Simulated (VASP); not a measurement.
Input of a VASP 6.6.1 run:

The input INCAR:

```
SYSTEM = Bi
PREC = Accurate
ENCUT = 520
EDIFF = 1E-6
ISMEAR = -1
SIGMA = 0.05
LREAL = .FALSE.
LASPH = .TRUE.
NELM = 60
ALGO = Normal
ISIF = 2
LWAVE = .FALSE.
LCHARG = .FALSE.
GGA = B5
ALDAX = 1.0
AGGAX = 1.0
AGGAC = 1.0
ALDAC = 0.0
NBANDS = 14
```

File KPOINTS:

```
Automatic mesh
0
G
  9 9 9
  0 0 0
```

File POSCAR:

```
Bi
1.0
   -1.9945529707      1.9945529707      1.9945529707
    1.9945529707     -1.9945529707      1.9945529707
    1.9945529707      1.9945529707     -1.9945529707
Bi
1
Direct
    0.0000000000      0.0000000000      0.0000000000
```

Potentials or basis: VASP PAW PBE potentials, release 64 (Bi_d).

Command:

```bash
$ cat potpaw_PBE.64/Bi_d/POTCAR > POTCAR
$ mpirun -np 1 vasp_std > vasp.out
```

**Question.** Estimate the pressure.

**Answer.** 3.9 GPa.

Caveat: the PAW data sets were made with another functional, which shifts forces and pressure a little.
